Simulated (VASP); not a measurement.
Here is a VASP 6.6.1 calculation.

Contents of INCAR:

```
PREC = Accurate
ENCUT = 600
EDIFF = 1E-7
ISMEAR = 0
SIGMA = 0.1
LREAL = False
LASPH = True
NELM = 120
ALGO = Normal
ISIF = 3
LWAVE = False
LCHARG = False
GGA = PS
IBRION = 2
NSW = 100
EDIFFG = -0.05
GGA_COMPAT = False
NELMIN = 4
```

Contents of KPOINTS:

```
regular mesh
0
Gamma
  4 6 6
```

Contents of POSCAR:

```
Al3GaN4
1.0
    0.0000000000      0.0000000000     -5.0652319200
    3.1179708700      5.4004839600      0.0000000000
    3.1179708700     -5.4004839600      0.0000000000
Al Ga N
6 2 8
Direct
    0.0000000000      0.1666666700      0.3333333300
    0.0000000000      0.1666666700      0.8333333300
    0.0000000000      0.6666666700      0.3333333300
    0.5000000000      0.3333333300      0.6666666700
    0.5000000000      0.3333333300      0.1666666700
    0.5000000000      0.8333333300      0.6666666700
    0.0000000000      0.6666666700      0.8333333300
    0.5000000000      0.8333333300      0.1666666700
    0.6250000000      0.1666666700      0.3333333300
    0.6250000000      0.1666666700      0.8333333300
    0.6250000000      0.6666666700      0.3333333300
    0.6250000000      0.6666666700      0.8333333300
    0.1250000000      0.3333333300      0.6666666700
    0.1250000000      0.3333333300      0.1666666700
    0.1250000000      0.8333333300      0.6666666700
    0.1250000000      0.8333333300      0.1666666700
```

Potentials or basis: VASP PAW PBE potentials, release 64 (Al, Ga_d, N).

Command:

```bash
$ cat potpaw_PBE.64/Al/POTCAR potpaw_PBE.64/Ga_d/POTCAR potpaw_PBE.64/N/POTCAR > POTCAR
$ mpirun -np 1 vasp_std > vasp.out
```

**Question.** What does it give for the relaxed volume?

**Answer.** 10.68 Å³/atom.

**Question.** Estimate the space group after relaxing (to 0.1 Å).

**Answer.** Cmc2_1 (No. 36).

**Question.** What does it give for the band gap on the k mesh?

**Answer.** 3.52 eV.

Forces on the atoms (eV/Å):
```
Al  -0.030 -0.011 -0.010
Al   0.006 -0.003 -0.016
Al  -0.005  0.032 -0.010
Al   0.030  0.011 -0.010
Al  -0.006  0.003 -0.016
Al   0.005 -0.032 -0.010
Ga   0.017 -0.010  0.035
Ga  -0.017  0.010  0.035
N    0.003 -0.003  0.000
N   -0.004  0.002 -0.009
N    0.004 -0.001  0.000
N    0.004 -0.002  0.010
N   -0.003  0.003  0.000
N    0.004 -0.002 -0.009
N   -0.004  0.001  0.000
N   -0.004  0.002  0.010
```

Caveat: the PAW data sets were made with another functional, which shifts forces and pressure a little; the relaxation stopped at a loose force limit of 0.05 eV/Å, so its end isn't a converged minimum. A k mesh can miss the band edges.
